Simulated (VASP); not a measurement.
ZrSnO4:

```xyz
6
Lattice="3.6093 0.0000 0.0000 0.0000 3.6093 0.0000 0.0000 0.0000 5.4434" Properties=species:S:1:pos:R:3 pbc="T T T"
Zr    1.8046    1.8046    2.7217
Sn    0.0000    0.0000    0.0000
O     1.8046    0.0000    3.6936
O     0.0000    1.8046    4.4493
O     0.0000    1.8046    1.7498
O     1.8046    0.0000    0.9941
```

| Quantity | Value |
| --- | --- |
| Program | VASP 6.6.1 |
| Task | relaxation of cell and atoms |
| Functional | PBEsol |
| Potentials or basis | VASP PAW PBE potentials, release 64 (Zr_sv, Sn_d, O) |
| Cutoff | 600 eV |
| k mesh | 6 × 6 × 4 |
| Occupations | fermi-dirac, width 0.02 eV |
| Spin | no spin polarisation |

At the start: pressure -6.1 GPa; volume 11.82 Å³/atom.

Q: Where does the relaxation end?

A: Over 9 steps the energy falls by 9.4 meV/atom and the volume is 11.35 Å³/atom (-4.0 %); space group P-4m2 (No. 115, to 0.1 Å) before and after.

Step by step:
```csv
step,energy change (eV),largest force (eV/Å),pressure (GPa),volume (Å³)
1,0.0000,0.0191,-6.15,70.91
2,0.0222,0.5703,8.59,66.36
3,-0.0415,0.2351,-0.06,68.82
4,-0.0479,0.1563,-0.03,68.63
5,-0.0540,0.1662,0.10,68.17
6,-0.0563,0.0072,-0.15,68.15
7,-0.0563,0.0063,-0.18,68.14
8,-0.0562,0.0181,0.38,67.98
9,-0.0564,0.0015,0.03,68.09
```

Final structure:
```yaml
crystal:
  lattice:
    - [3.57548, 0.00000, 0.00000]
    - [0.00000, 3.57548, 0.00000]
    - [0.00000, 0.00000, 5.32643]
  atoms:
    - { symbol: Zr, position: [0.50000, 0.50000, 0.50000] }
    - { symbol: Sn, position: [0.00000, 0.00000, 0.00000] }
    - { symbol: O, position: [0.50000, 0.00000, 0.68557] }
    - { symbol: O, position: [0.00000, 0.50000, 0.81167] }
    - { symbol: O, position: [0.00000, 0.50000, 0.31443] }
    - { symbol: O, position: [0.50000, 0.00000, 0.18833] }
```

Caveat: the PAW data sets were made with another functional, which shifts forces and pressure a little.
